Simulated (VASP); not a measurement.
A run of VASP 6.6.1 is set up as follows.

File POSCAR:

```
KBr
1.0
    3.9762553130      0.0000000000      0.0000000000
    0.0000000000      3.9762553130      0.0000000000
    0.0000000000      0.0000000000      3.9762553130
K Br
1 1
Direct
    0.0000000000      0.0000000000      0.0000000000
    0.5000000000      0.5000000000      0.5000000000
```

Contents of INCAR.step1:

```
SYSTEM = KBr
ALGO = Normal
EDIFF = 1E-4
ENCUT = 520
GGA = PE
ISMEAR = 0
LASPH = .TRUE.
LCHARG = .FALSE.
LREAL = .FALSE.
LWAVE = .TRUE.
NBANDS = 15
NELM = 100
PREC = Accurate
SIGMA = 0.01
```

The input INCAR.step2:

```
SYSTEM = KBr
ALGO = Normal
EDIFF = 1E-6
ENCUT = 520
ISIF = 2
ISMEAR = 0
ISTART = 1
LASPH = .TRUE.
LCHARG = .FALSE.
LMIXTAU = .TRUE.
LREAL = .FALSE.
LWAVE = .FALSE.
METAGGA = R2SCAN
NBANDS = 15
NELM = 100
PREC = Accurate
SIGMA = 0.01
```

KPOINTS

```
k-points
0
G
  4 4 4
  0 0 0
```

Potentials or basis: VASP PAW PBE potentials, release 64 (K_sv, Br).

Command:

```sh
$ cat potpaw_PBE.64/K_sv/POTCAR potpaw_PBE.64/Br/POTCAR > POTCAR
$ cp INCAR.step1 INCAR
$ mpirun -np 1 vasp_std > vasp.out
$ cp INCAR.step2 INCAR
$ mpirun -np 1 vasp_std > vasp.out
```

Task: Predict the pressure.

Result: 0.0 GPa.

Task: What does it give for the band gap on the k mesh?

Result: 4.77 eV (least direct gap 5.05 eV).

Caveat: the structure was generated, so it needn't be the stable form of KBr; the PAW data sets were made with another functional, which shifts forces and pressure a little. A k mesh can miss the band edges.
